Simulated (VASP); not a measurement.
A run of VASP 6.6.1 is set up as follows.

Contents of INCAR:

```
PREC = Accurate ; ENCUT = 520
EDIFF = 1E-6 ; ISMEAR = 0
SIGMA = 0.1 ; LREAL = F
LASPH = T ; NELM = 60
ALGO = Normal ; ISIF = 2
LWAVE = F ; LCHARG = F
GGA = PE ; NBANDS = 23
```

Contents of KPOINTS:

```
regular mesh
0
Gamma
  18 18 4
```

File POSCAR:

```
GaAsSe2
1.0
    2.9518286204      0.0000000000      0.0000000000
   -1.4759143102      2.5563585729      0.0000000000
    0.0000000000      0.0000000000     11.1086683054
Ga As Se
1 1 2
Direct
    0.0000000000      0.0000000000      0.0000000000
    0.0000000000      0.0000000000      0.5000000000
    0.0000000000      0.0000000000      0.2528937079
    0.0000000000      0.0000000000      0.7471062921
```

Potentials or basis: VASP PAW PBE potentials, release 64 (Ga_d, As, Se).

Run with:

```bash
$ cat potpaw_PBE.64/Ga_d/POTCAR potpaw_PBE.64/As/POTCAR potpaw_PBE.64/Se/POTCAR > POTCAR
$ mpirun -np 1 vasp_std > vasp.out
```

Question: Predict the band gap on the k mesh.

Answer: Zero (bands 15 and 16 overlap by 5.99 eV).

Question: Estimate the pressure.

Answer: 0.1 GPa.

Question: Estimate the largest force.

Answer: 0.005 eV/Å.

Forces on the atoms (eV/Å):
```
Ga   0.000  0.000  0.000
As   0.000  0.000  0.000
Se   0.000  0.000  0.005
Se   0.000  0.000 -0.005
```
